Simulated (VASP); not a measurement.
# AlRu (P-6m2) in VASP: a series of runs, part 2 of 2

VASP 6.6.1.

### 3 Single point, PBE

File INCAR:

```
SYSTEM = AlRu
PREC = Accurate
ENCUT = 520
EDIFF = 1E-6
ISMEAR = 0
SIGMA = 0.1
LREAL = .False.
LASPH = .True.
NELM = 80
ALGO = Fast
ISIF = 2
LWAVE = .False.
LCHARG = .False.
GGA = PE
NBANDS = 16
```

File KPOINTS:

```
regular mesh
0
Gamma
  24 24 14
  0 0 0
```

File POSCAR:

```
AlRu
1.0
    2.8959533469      0.0000000000      0.0000000000
   -1.4479766734      2.5079691666      0.0000000000
    0.0000000000      0.0000000000      3.8893966407
Al Ru
1 1
Direct
    0.0000000000      0.0000000000      0.0000000000
    0.6666666667      0.3333333333      0.5000000000
```

Potentials or basis: VASP PAW PBE potentials, release 64 (Al, Ru_pv).

The run is started by

```
$ cat potpaw_PBE.64/Al/POTCAR potpaw_PBE.64/Ru_pv/POTCAR > POTCAR
$ mpirun -np 1 vasp_std > vasp.out
```

OUTCAR:

```text
SYSTEM = AlRu
   PREC = Accurate
   ENCUT = 520
   EDIFF = 1E-6
   ISMEAR = 0
   LREAL = .False.
   LASPH = .True.
   NELM = 80
   ISIF = 2
   GGA = PE

 ion  position               nearest neighbor table
   1  0.000  0.000  0.000-   2 2.56   2 2.56   2 2.56   2 2.56   2 2.56   2 2.56
   2  0.667  0.333  0.500-   1 2.56   1 2.56   1 2.56   1 2.56   1 2.56   1 2.56

  LATTYP: Found a hexagonal cell.
 ALAT       =     2.8959533469
 C/A-ratio  =     1.3430453377

  Lattice vectors:

 A1 = (   2.8959533469,   0.0000000000,   0.0000000000)
 A2 = (  -1.4479766734,   2.5079691666,   0.0000000000)
 A3 = (   0.0000000000,   0.0000000000,   3.8893966407)

Analysis of symmetry for initial positions (statically):
=====================================================================
 Subroutine PRICEL returns:
 Original cell was already a primitive cell.

 Routine SETGRP: Setting up the symmetry group for a
 hexagonal supercell.

 Subroutine GETGRP returns: Found 12 space group operations
 (whereof 12 operations were pure point group operations)
 out of a pool of 24 trial point group operations.

The static configuration has the point symmetry D_3h.
[... 162 lines left out ...]

 E-fermi :  10.1996     XC(G=0): -12.2771

 val. band max:       10.1992452631   @ k =   0.3750   0.1667   0.4286
 cond. band min:      10.2008670996   @ k =   0.2917   0.2083   0.4286
 fundamental gap:      0.0016218365
 Fermi energy:        10.1996148867

 k-point     1 :       0.0000    0.0000    0.0000
  band No.  band energies     occupation
      1     -31.8195      2.00000
      2     -31.8195      2.00000
      3     -31.8187      2.00000
      4       0.4808      2.00000
      5       6.1666      2.00000
      6       8.5171      2.00000
[... 433 lines left out ...]
      3     -31.7619      2.00000
      4       4.7180      2.00000
      5       6.4709      2.00000
      6       6.6015      2.00000
[... 8 lines left out ...]
     15      22.3820      0.00000
     16      23.7015      0.00000

 [... further k-points ...]

------------------------ aborting loop because EDIFF is reached ----------------------------------------

  FORCE on cell =-STRESS in cart. coord.  units (eV):
  Direction    XX          YY          ZZ          XY          YZ          ZX
  --------------------------------------------------------------------------------------
  -------------------------------------------------------------------------------------
  Total       -0.0094873     -0.0094873     -0.0129242     -0.0000000      0.0000000      0.0000000
  in kB       -0.5380927     -0.5380927     -0.7330213     -0.0000000      0.0000000      0.0000000
  external PRESSURE =      -0.6030689 kB  Pullay stress =       0.0000000 kB

 VOLUME and BASIS-vectors are now :
 -----------------------------------------------------------------------------
  energy-cutoff  :      520.00
  volume of cell :       28.25
      direct lattice vectors                 reciprocal lattice vectors
     2.895953347  0.000000000  0.000000000     0.345309430  0.199364492  0.000000000
    -1.447976673  2.507969167  0.000000000     0.000000000  0.398728985  0.000000000
     0.000000000  0.000000000  3.889396641     0.000000000  0.000000000  0.257109288

 POSITION                                       TOTAL-FORCE (eV/Angst)
 -----------------------------------------------------------------------------------
      0.00000      0.00000      0.00000         0.000000      0.000000      0.000000
      1.44798      0.83599      1.94470        -0.000000     -0.000000      0.000000
 -----------------------------------------------------------------------------------
    total drift:                               -0.000000      0.000000      0.000000

  FREE ENERGIE OF THE ION-ELECTRON SYSTEM (eV)
  ---------------------------------------------------
  free  energy   TOTEN  =       -13.9174735815 eV

  energy  without entropy=      -13.9130755265  energy(sigma->0) =      -13.91527455
```

Run time: 1.8 min. Hardware: 1 thread of AMD EPYC 9R45 (Zen 5), shared host; peak memory 0.3 GiB.

What came out:

| Item | Value |
| --- | --- |
| Free energy | -13.9175 eV |
| Pressure | -0.1 GPa |
| Band gap on the k mesh | zero (an odd number of electrons rules out a gap without spin polarisation) |

Levels at points of the mesh, in eV from the Fermi level:
| k point | band 5 | band 6 | band 7 | band 8 | band 9 | band 10 | band 11 | band 12 |
| --- | --- | --- | --- | --- | --- | --- | --- | --- |
| (0.00, 0.00, 0.00) | -4.03 | -1.68 | -1.68 | 0.01 | 0.01 | 0.16 | 6.61 | 11.91 |
| (0.50, 0.00, 0.00) | -3.72 | -3.62 | -3.16 | -0.71 | 1.38 | 3.44 | 5.95 | 6.93 |
| (0.00, 0.00, 0.50) | -6.07 | -1.78 | -1.64 | -1.64 | -0.29 | -0.29 | 10.16 | 11.70 |
| (0.50, 0.00, 0.50) | -4.27 | -2.24 | -1.17 | -0.75 | 0.37 | 1.39 | 4.10 | 5.97 |

### 4 Relaxation of cell and atoms, PBE

File INCAR:

```
ALGO     = Fast           # electronic algorithm
EDIFF    = 1E-6           # SCF threshold, eV
EDIFFG   = -0.01          # ionic threshold
ENCUT    = 600            # plane-wave cutoff, eV
GGA      = PE             # functional
IBRION   = 2              # ionic algorithm
ISIF     = 3              # what is computed and relaxed
ISMEAR   = 0              # smearing method
LASPH    = True           # aspherical terms in the spheres
LCHARG   = False          # write CHGCAR
LREAL    = False          # projectors in reciprocal space
LWAVE    = False          # write WAVECAR
NELM     = 80             # most SCF steps
NSW      = 100            # ionic steps
PREC     = Accurate       # precision mode
SIGMA    = 0.1            # smearing width, eV
```

File KPOINTS:

```
k-points
0
Gamma
  24 24 14
```

File POSCAR:

```
AlRu
1.0
    2.8989879063      0.0000000000      0.0000000000
   -1.4494939531      2.5105971721      0.0000000000
    0.0000000000      0.0000000000      3.8875910292
Al Ru
1 1
Direct
    0.0000000000      0.0000000000      0.0000000000
    0.6666666667      0.3333333333      0.5000000000
```

The run is started by

```
$ cat potpaw_PBE.64/Al/POTCAR potpaw_PBE.64/Ru_pv/POTCAR > POTCAR
$ mpirun -np 1 vasp_std > vasp.out
```

Run time: 2.5 min. Hardware: 1 thread of AMD EPYC 9R45 (Zen 5), shared host; peak memory 0.31 GiB.

Results (log left out):

- Free energy: -13.9175 eV
- Relaxed volume: 14.12 Å³/atom
- Relaxed cell: a = 2.896 Å, b = 2.896 Å, c = 3.886 Å, α = 90.00°, β = 90.00°, γ = 120.00°
- Space group after relaxing (to 0.1 Å): P-6m2 (No. 187)
- Energy gained by relaxing: 0.0 meV/atom
- Ionic steps: 3
- Pressure after relaxing: 0.0 GPa
- Band gap on the k mesh: zero (an odd number of electrons rules out a gap without spin polarisation)

Stress tensor (GPa, compression positive):
```
-0.08  0.00  0.00
 0.00 -0.08  0.00
 0.00  0.00  0.06
```

Final structure:
```xyz
2
Lattice="2.8964 0.0000 0.0000 -1.4482 2.5084 0.0000 0.0000 0.0000 3.8862" Properties=species:S:1:pos:R:3 pbc="T T T"
Al   -1.4482    2.5084    0.0000
Ru    1.4482    0.8361    1.9431
```

Levels at points of the mesh, in eV from the Fermi level:
| k point | band 4 | band 5 | band 6 | band 7 | band 8 | band 9 | band 10 | band 11 | band 12 |
| --- | --- | --- | --- | --- | --- | --- | --- | --- | --- |
| (0.00, 0.00, 0.00) | -9.72 | -4.03 | -1.68 | -1.68 | 0.01 | 0.01 | 0.17 | 6.63 | 11.90 |
| (0.50, 0.00, 0.00) | -5.47 | -3.72 | -3.62 | -3.16 | -0.72 | 1.38 | 3.44 | 5.96 | 6.92 |
| (0.00, 0.00, 0.50) | -7.67 | -6.07 | -1.77 | -1.64 | -1.64 | -0.29 | -0.29 | 10.18 | 12.26 |
| (0.50, 0.00, 0.50) | -5.61 | -4.27 | -2.23 | -1.18 | -0.74 | 0.37 | 1.38 | 4.11 | 5.97 |

### 5 Summary

```csv
task,spin,cell,k mesh,cutoff (eV),gap on the mesh (eV),pressure (GPa)
single point,"collinear, ferromagnetic start","a = 2.899, b = 2.899, c = 3.888 Å, angles 90.0, 90.0, 120.0°, 2 atoms",6 × 6 × 4,520,none,-0.6
single point,off,"a = 2.896, b = 2.896, c = 3.889 Å, angles 90.0, 90.0, 120.0°, 2 atoms",24 × 24 × 14,520,none,-0.1
relaxation of cell and atoms,off,"relaxed from a = 2.899, b = 2.899, c = 3.888 Å, angles 90.0, 90.0, 120.0°, 2 atoms",24 × 24 × 14,600,none,0.0
```

Alike in all rows: level PBE; potentials or basis VASP PAW PBE potentials, release 64 (Al, Ru_pv); smearing gaussian 0.1 eV.

Caveats: some runs use coarse meshes; an empty level that is flat over the whole mesh can mark a ghost state of the potentials, or a narrow d or f band (at least some runs).

Total energies depend on the potentials used, so only differences within one code and one set of settings carry meaning.
